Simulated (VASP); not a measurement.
Set up this calculation in VASP 6.6.1, as the native input.

- Task: single point
- Functional: PBE
- Potentials or basis: VASP PAW PBE potentials, release 64 (W_sv)
- Cutoff: 520 eV
- k mesh: 14 × 14 × 14
- Occupations: methfessel-paxton, width 0.3 eV
- Spin: no spin polarisation
- Dipole correction: no
- Further INCAR settings: ALGO = Normal; EDIFF = 1e-06; NBANDS = 13

The structure of W lies in POSCAR:

```
W
1.0
   -1.5921723362      1.5921723362      1.5921723362
    1.5921723362     -1.5921723362      1.5921723362
    1.5921723362      1.5921723362     -1.5921723362
W
1
Direct
    0.0000000000      0.0000000000      0.0000000000
```

The input as run:

INCAR

```
SYSTEM = W
PREC = Accurate
ENCUT = 520
EDIFF = 1E-6
ISMEAR = 1
SIGMA = 0.3
LREAL = .False.
LASPH = .True.
NELM = 100
ALGO = Normal
ISIF = 2
LWAVE = .False.
LCHARG = .False.
GGA = PE
NBANDS = 13
```

KPOINTS

```
Automatic mesh
0
Gamma
  14 14 14
  0 0 0
```

Potentials or basis: VASP PAW PBE potentials, release 64 (W_sv).

The run is started by

```console
$ cat potpaw_PBE.64/W_sv/POTCAR > POTCAR
$ mpirun -np 1 vasp_std > vasp.out
```

Results of the run:

```
Pressure               : 0.5 GPa
Band gap on the k mesh : zero (band 7 reaches 16.21 eV, above the bottom of band 8 at 9.98 eV)
```

Caveat: spin-orbit coupling is left out, which moves the levels of the heavy elements.

Run time: 23 s on 1 thread of Intel Xeon 8259CL, on a shared host, peak memory 0.15 GiB.
